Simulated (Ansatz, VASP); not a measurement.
One calculation of CsTi, two programs

```
Cs Ti
1.0
     3.23753    0.00000    0.00000
     0.00000    3.23753    0.00000
     0.00000    0.00000    6.90287
Cs Ti
1 1
Direct
  0.50000 0.50000 0.50000
  0.00000 0.00000 0.00000
```

Alike in both runs: functional r2SCAN; k mesh 18 × 18 × 8; occupations gaussian, width 0.1 eV; no spin polarisation.

Ansatz relaxed the structure, and its values are those at the end. VASP's run is a single point on that final structure, the one shown.

|  | VASP | Ansatz |
| --- | --- | --- |
| version | VASP 6.6.1 | Ansatz 0.2.0 |
| potentials or method | VASP PAW PBE potentials, release 64 (Cs_sv, Ti_sv), cutoff 520 eV | scalar-relativistic, plane waves, PAW |
| valence electrons in the cell | 21 | 21 |

```tsv
	VASP	Ansatz	Ansatz less VASP
gap on the k mesh at the Fermi level (eV)	none	none	-
pressure (GPa)	0.2	0.0	-0.16
```

VASP's potentials were made for PBE, not for r2SCAN. A gap of «none» marks a metal or a gap that the smearing closes.

Neither program's run includes spin-orbit coupling.
